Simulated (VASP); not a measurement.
## Ru: single point with PBE

Ru:

```
CELL_PARAMETERS angstrom
2.41195 0.00000 0.00000
-1.20597 2.08881 0.00000
0.00000 0.00000 2.23904
ATOMIC_POSITIONS crystal
Ru 0.00000 0.00000 0.00000
```

This cell differs from its parent crystal: volume scaled by 0.75.

```json
{
 "Program": "VASP 6.6.1",
 "Task": "single point",
 "Functional": "PBE",
 "Potentials or basis": "VASP PAW PBE potentials, release 64 (Ru_pv)",
 "Cutoff": "520 eV",
 "k mesh": "17 × 17 × 15",
 "Occupations": "fermi-dirac, width 0.05 eV",
 "Spin": "no spin polarisation",
 "Dipole correction": "no",
 "Further INCAR settings": "ALGO = Normal; EDIFF = 1e-06; NBANDS = 13"
}
```

The pressure is 139.8 GPa and the band gap on the k mesh is zero (band 7 reaches 20.29 eV, above the bottom of band 8 at 15.06 eV).

Stress tensor (GPa, compression positive):
```
139.45   0.00   0.00
  0.00 139.45   0.00
  0.00   0.00 140.44
```

Levels at points of the mesh, in eV from the Fermi level:
```csv
k point,band 4,band 5,band 6,band 7,band 8,band 9,band 10,band 11
"(0.00, 0.00, 0.00)",-9.03,-7.91,-3.52,-3.52,2.95,2.95,10.74,14.76
```

It took 14 s on 1 thread of Intel(R) Xeon(R) Platinum 8488C (Sapphire Rapids), on a shared host, peak memory 0.15 GiB.
